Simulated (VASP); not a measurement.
Wanted: the native input for a VASP 6.6.1 run.

* Task: single point
* Functional: RPBE
* Dispersion: D3(BJ)
* Potentials or basis: VASP PAW PBE potentials, release 64 (Nb_sv)
* Cutoff: 500 eV
* k mesh: 11 × 11 × 11
* Occupations: fermi-dirac, width 0.05 eV
* Spin: no spin polarisation
* Dipole correction: no
* Further INCAR settings: ALGO = Normal; EDIFF = 1e-06; NBANDS = 12

The structure of Nb lies in POSCAR:

```
Nb
1.0
   -1.5259015717      1.5259015717      1.5259015717
    1.5259015717     -1.5259015717      1.5259015717
    1.5259015717      1.5259015717     -1.5259015717
Nb
1
Direct
    0.0000000000      0.0000000000      0.0000000000
```

One way to write it, as run:

INCAR

```
SYSTEM = Nb
ALGO = Normal ; EDIFF = 1E-6
ENCUT = 500 ; GGA = RP
GGA_COMPAT = .FALSE. ; ISIF = 2
ISMEAR = -1 ; IVDW = 12
LASPH = .TRUE. ; LCHARG = .TRUE.
LELF = .TRUE. ; LREAL = .FALSE.
LVHAR = .TRUE. ; LWAVE = .FALSE.
NBANDS = 12 ; NELM = 120
PREC = Accurate ; SIGMA = 0.05
```

KPOINTS

```
k-points
0
G
  11 11 11
  0 0 0
```

Potentials or basis: VASP PAW PBE potentials, release 64 (Nb_sv).

Run with:

```sh
$ cat potpaw_PBE.64/Nb_sv/POTCAR > POTCAR
$ mpirun -np 1 vasp_std > vasp.out
```

It gave:

```yaml
Pressure: -0.3 GPa
Dispersion_energy_per_atom: -5.854 eV
```

Caveat: the PAW data sets were made with another functional, which shifts forces and pressure a little; pairwise dispersion overbinds metals, which lowers pressure and volume.

Wall time 4.5 s on 1 thread of Intel(R) Xeon(R) 6975P-C (Granite Rapids) (shared host), peak memory 0.14 GiB.
